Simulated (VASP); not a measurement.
# MgO (Fm-3m) in VASP: vibrations by perturbation theory with PBEsol

Aim: the vibrations by perturbation theory of MgO with PBEsol.

All numbers are computed with VASP 6.6.1; they aren't measurements. Logs are shortened: lines on timing, memory, paths and dates and some standing lists are left out, and cuts for length are marked.

### Step 1. The cell of the first run

It takes space group Fm-3m (No. 225, cubic). Conventional cell: a = 4.215 Å, b = 4.215 Å, c = 4.215 Å, α = 90.00°, β = 90.00°, γ = 90.00°. Within 2.8 Å of Mg (site symmetry m-3m) lie 6 O at 2.11 Å. Within 2.8 Å of O (site symmetry m-3m) lie 6 Mg at 2.11 Å.

### Step 2. Vibrations by perturbation theory, PBEsol

Input file INCAR:

```
PREC = Accurate
ENCUT = 520
EDIFF = 1E-8
ISMEAR = 0
SIGMA = 0.01
LREAL = False
LASPH = True
NELM = 60
ALGO = Normal
ISIF = 2
LWAVE = False
LCHARG = False
GGA = PS
NBANDS = 11
IBRION = 8
NSW = 1
LEPSILON = True
```

Input file KPOINTS:

```
Automatic mesh
0
Gamma
  10 10 10
```

Input file POSCAR:

```
MgO
1.0
    0.0000000000      2.1074622215      2.1074622215
    2.1074622215      0.0000000000      2.1074622215
    2.1074622215      2.1074622215      0.0000000000
Mg O
1 1
Direct
    0.0000000000      0.0000000000      0.0000000000
    0.5000000000      0.5000000000      0.5000000000
```

Potentials or basis: VASP PAW PBE potentials, release 64 (Mg, O).

Run with:

```sh
> cat potpaw_PBE.64/Mg/POTCAR potpaw_PBE.64/O/POTCAR > POTCAR
> mpirun -np 1 vasp_std > vasp.out
```

OUTCAR:

```text
PREC = Accurate
   ENCUT = 520
   EDIFF = 1E-8
   ISMEAR = 0
   LREAL = False
   LASPH = True
   NELM = 60
   ISIF = 2
   GGA = PS
   IBRION = 8
   NSW = 1
   LEPSILON = True

 ion  position               nearest neighbor table
   1  0.000  0.000  0.000-   2 2.11   2 2.11   2 2.11   2 2.11   2 2.11   2 2.11
   2  0.500  0.500  0.500-   1 2.11   1 2.11   1 2.11   1 2.11   1 2.11   1 2.11

  LATTYP: Found a face centered cubic cell.
 ALAT       =     4.2149244430

  Lattice vectors:

 A1 = (   0.0000000000,   2.1074622215,   2.1074622215)
 A2 = (   2.1074622215,   0.0000000000,   2.1074622215)
 A3 = (   2.1074622215,   2.1074622215,   0.0000000000)

Analysis of symmetry for initial positions (statically):
=====================================================================
 Subroutine PRICEL returns:
 Original cell was already a primitive cell.

 Routine SETGRP: Setting up the symmetry group for a
 face centered cubic supercell.

 Subroutine GETGRP returns: Found 48 space group operations
 (whereof 48 operations were pure point group operations)
 out of a pool of 48 trial point group operations.

The static configuration has the point symmetry O_h .

Analysis of symmetry for dynamics (positions and initial velocities):
=====================================================================
 Subroutine PRICEL returns:
 Original cell was already a primitive cell.

 Routine SETGRP: Setting up the symmetry group for a
 face centered cubic supercell.

 Subroutine GETGRP returns: Found 48 space group operations
 (whereof 48 operations were pure point group operations)
 out of a pool of 48 trial point group operations.

The dynamic configuration has the point symmetry O_h .

 Subroutine INISYM returns: Found 48 space group operations
 (whereof 48 operations are pure point group operations),
 and found     1 'primitive' translations

----------------------------------------------------------------------------------------

                                     Primitive cell

  volume of cell :      18.7202

  direct lattice vectors                    reciprocal lattice vectors
     0.000000000  2.107462222  2.107462222    -0.237252177  0.237252177  0.237252177
     2.107462222  0.000000000  2.107462222     0.237252177 -0.237252177  0.237252177
     2.107462222  2.107462222  0.000000000     0.237252177  0.237252177 -0.237252177

  length of vectors
     2.980401656  2.980401656  2.980401656     0.410932825  0.410932825  0.410932825

  position of ions in fractional coordinates (direct lattice)
     0.000000000  0.000000000  0.000000000
     0.500000000  0.500000000  0.500000000

  ion indices of the primitive-cell ions
   primitive index   ion index
                 1           1
                 2           2

----------------------------------------------------------------------------------------

 KPOINTS: Automatic mesh

Automatic generation of k-mesh.
 Grid dimensions read from file:
 generate k-points for:   10   10   10

 Generating k-lattice:

  Cartesian coordinates                     Fractional coordinates (reciprocal lattice)
    -0.023725218  0.023725218  0.023725218     0.100000000  0.000000000  0.000000000
     0.023725218 -0.023725218  0.023725218     0.000000000  0.100000000  0.000000000
[... 486 lines left out ...]
  free energy    TOTEN  =        -0.12227330 eV

  energy without entropy =       -0.12227330

------------------------ aborting loop because EDIFF is reached ----------------------------------------

--------------------------------------- Ionic step        2  -------------------------------------------

------------------------ aborting loop because EDIFF is reached ----------------------------------------

--------------------------------------- Ionic step        3  -------------------------------------------

------------------------ aborting loop because EDIFF is reached ----------------------------------------

 PIEZOELECTRIC TENSOR FIELD DIRECTION 3  (e Angst)
 -----------------------------------------------------------------------------
    -0.00015  0.00000 -0.00000           ( -0.00001  0.00000 -0.00000)
     0.00000 -0.00015 -0.00000           (  0.00000 -0.00001  0.00000)
    -0.00000 -0.00000 -0.00018           ( -0.00000  0.00000 -0.00001)

 PIEZOELECTRIC TENSOR FIELD DIRECTION 3  (C/m^2)
 -----------------------------------------------------------------------------
    -0.00013  0.00000 -0.00000
     0.00000 -0.00013 -0.00000
    -0.00000 -0.00000 -0.00015

--------------------------------------- Ionic step        4  -------------------------------------------

------------------------ aborting loop because EDIFF is reached ----------------------------------------

[... ionic steps 5 to 6 ...]

--------------------------------------- Ionic step        7  -------------------------------------------

 Free energy of the ion-electron system (eV)
  ---------------------------------------------------
  ---------------------------------------------------
  free energy    TOTEN  =        -0.35754181 eV

  energy without entropy =       -0.35754181

------------------------ aborting loop because EDIFF is reached ----------------------------------------

 INTERNAL STRAIN TENSOR  FOR ION    2  DIRECTION 1   (eV/Angst):
 -----------------------------------------------------------------------------
    -0.00474  0.00000  0.00000
    -0.00000  0.00706 -0.00000
     0.00000 -0.00000  0.00706

 MACROSCOPIC STATIC DIELECTRIC TENSOR (including local field effects in DFT)
 ------------------------------------------------------
           3.169616     0.000000     0.000000
           0.000000     3.169616     0.000000
          -0.000000    -0.000000     3.169616
 ------------------------------------------------------

 PIEZOELECTRIC TENSOR (including local field effects)  for field in x, y, z        (e  Angst)
          XX          YY          ZZ          XY          YZ          ZX
  --------------------------------------------------------------------------------
  x     0.00000     0.00000     0.00000     0.00000     0.00000     0.00000
  y     0.00000     0.00000     0.00000     0.00000     0.00000     0.00000
  z     0.00000     0.00000     0.00000     0.00000     0.00000     0.00000

 PIEZOELECTRIC TENSOR (including local field effects)  for field in x, y, z        (C/m^2)
          XX          YY          ZZ          XY          YZ          ZX
  --------------------------------------------------------------------------------
  x     0.00000     0.00000     0.00000     0.00000     0.00000     0.00000
  y     0.00000     0.00000     0.00000     0.00000     0.00000     0.00000
  z     0.00000     0.00000     0.00000     0.00000     0.00000     0.00000

 BORN EFFECTIVE CHARGES (including local field effects) (in |e|, cummulative output)
 ---------------------------------------------------------------------------------
 ion    1
    1     1.96685     0.00000     0.00000
    2     0.00000     1.96685     0.00000
    3     0.00000     0.00000     1.96685
 ion    2
    1    -1.96685     0.00000     0.00000
    2     0.00000    -1.96685     0.00000
    3     0.00000     0.00000    -1.96685

 INTERNAL STRAIN TENSOR FOR ION    2 for displacements in x,y,z  (eV/Angst):
          X           Y           Z          XY          YZ          ZX
  --------------------------------------------------------------------------------
  x     0.00000     0.00000     0.00000     0.00000     0.00000     0.00000
  y     0.00000     0.00000     0.00000     0.00000     0.00000     0.00000
  z     0.00000     0.00000     0.00000     0.00000     0.00000     0.00000

 SECOND DERIVATIVES (NOT SYMMETRIZED)
 ------------------------------------
               1X          1Y          1Z          2X          2Y          2Z
  1X    -5.373654    0.000000    0.000000    5.373654    0.000000    0.000000
  1Y     0.000000   -5.373654    0.000000    0.000000    5.373654    0.000000
  1Z     0.000000    0.000000   -5.373654    0.000000    0.000000    5.373654
  2X     5.397877    0.000000    0.000000   -5.397877    0.000000    0.000000
  2Y     0.000000    5.397877    0.000000    0.000000   -5.397877    0.000000
  2Z     0.000000    0.000000    5.397877    0.000000    0.000000   -5.397877

 Eigenvectors and eigenvalues of the dynamical matrix
 ----------------------------------------------------

   1 f  =   11.682801 THz    73.405202 2PiTHz  389.696284 cm-1    48.316160 meV
             X         Y         Z           dx          dy          dz
      0.000000  0.000000  0.000000     0.000000    0.629204    0.000000
      2.107462  2.107462  2.107462     0.000000   -0.777241    0.000000
[... 21 lines left out ...]
   6 f/i=    0.012848 THz     0.080727 2PiTHz    0.428568 cm-1     0.053136 meV
             X         Y         Z           dx          dy          dz
      0.000000  0.000000  0.000000     0.000000    0.000000    0.777241
      2.107462  2.107462  2.107462     0.000000    0.000000    0.629204

--------------------------------------------------------------------------------------------------------

 MACROSCOPIC STATIC DIELECTRIC TENSOR IONIC CONTRIBUTION
 ------------------------------------------------------
           6.943029     0.000000     0.000000
           0.000000     6.943029    -0.000000
           0.000000    -0.000000     6.943029
 ------------------------------------------------------

 ELASTIC MODULI CONTR FROM IONIC RELAXATION (kBar)
 Direction    XX          YY          ZZ          XY          YZ          ZX
 --------------------------------------------------------------------------------
 XX           0.0000      0.0000      0.0000      0.0000      0.0000      0.0000
 YY           0.0000      0.0000      0.0000      0.0000      0.0000      0.0000
 ZZ           0.0000      0.0000      0.0000      0.0000      0.0000      0.0000
 XY           0.0000      0.0000      0.0000      0.0000      0.0000      0.0000
 YZ           0.0000      0.0000      0.0000      0.0000      0.0000      0.0000
 ZX           0.0000      0.0000      0.0000      0.0000      0.0000      0.0000
 --------------------------------------------------------------------------------

 PIEZOELECTRIC TENSOR IONIC CONTR  for field in x, y, z        (C/m^2)
          XX          YY          ZZ          XY          YZ          ZX
  --------------------------------------------------------------------------------
  x     0.00000     0.00000     0.00000     0.00000     0.00000     0.00000
  y     0.00000     0.00000     0.00000     0.00000     0.00000     0.00000
  z     0.00000     0.00000     0.00000     0.00000     0.00000     0.00000
```

Wall time 74 s (1 thread of Intel Xeon Platinum 8488C (Sapphire Rapids), shared host); peak memory 0.2 GiB.

Results:

- Electronic dielectric tensor (diagonal): 3.17
- Born charges (mean of the diagonal): Mg +1.97; O -1.97 e
- Highest phonon frequency at Γ, LO-TO splitting left out: 390 cm⁻¹

Phonon frequencies in cm⁻¹ (negative: imaginary):
```csv
q point,frequencies
"(0.000, 0.000, 0.000)",0 0 0 390 390 390
```

Electronic dielectric tensor:
```
3.17 0.00 0.00
0.00 3.17 0.00
0.00 0.00 3.17
```

Born effective charge tensors (e):
atom 1, Mg
```
1.97 0.00 0.00
0.00 1.97 0.00
0.00 0.00 1.97
```
atom 2, O
```
-1.97  0.00  0.00
 0.00 -1.97  0.00
 0.00  0.00 -1.97
```
